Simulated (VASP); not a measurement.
Input of a VASP 6.6.1 run:

Contents of INCAR:

```
PREC     = Accurate       # precision mode
ENCUT    = 520            # plane-wave cutoff, eV
EDIFF    = 1E-7           # SCF threshold, eV
ISMEAR   = 0              # smearing method
SIGMA    = 0.2            # smearing width, eV
LREAL    = False          # projectors in reciprocal space
LASPH    = True           # aspherical terms in the spheres
NELM     = 100            # most SCF steps
ALGO     = Normal         # electronic algorithm
ISIF     = 2              # what is computed and relaxed
LWAVE    = False          # write WAVECAR
LCHARG   = False          # write CHGCAR
GGA      = PE             # functional
NBANDS   = 20             # bands
```

File KPOINTS:

```
regular mesh
0
Gamma
  4 6 6
```

Contents of POSCAR:

```
Al3H
1.0
    0.0000000000      0.0000000000      5.3616831306
    5.3825838953      0.0000000000      0.0000000000
   -2.6912919476      4.6614543913      0.0000000000
Al H
6 2
Direct
    0.2500000000      0.5000000000      0.0000000000
    0.7500000000      0.5000000000      0.0000000000
    0.2500000000      1.0000000000      0.5000000000
    0.7500000000      1.0000000000      0.5000000000
    0.2500000000      0.5000000000      0.5000000000
    0.7500000000      0.5000000000      0.5000000000
    0.5000000000      0.0000000000      0.0000000000
    0.0000000000      1.0000000000      0.0000000000
```

Potentials or basis: VASP PAW PBE potentials, release 64 (Al, H).

Run with:

```sh
$ cat potpaw_PBE.64/Al/POTCAR potpaw_PBE.64/H/POTCAR > POTCAR
$ mpirun -np 1 vasp_std > vasp.out
```

**Question.** What does it give for the band gap on the k mesh?

**Answer.** Zero (bands 10 and 11 overlap by 2.31 eV).

**Question.** Predict the pressure.

**Answer.** 0.0 GPa.

Stress tensor (GPa, compression positive):
```
-0.32  0.00  0.00
 0.00 -0.32  0.00
 0.00  0.00  0.63
```
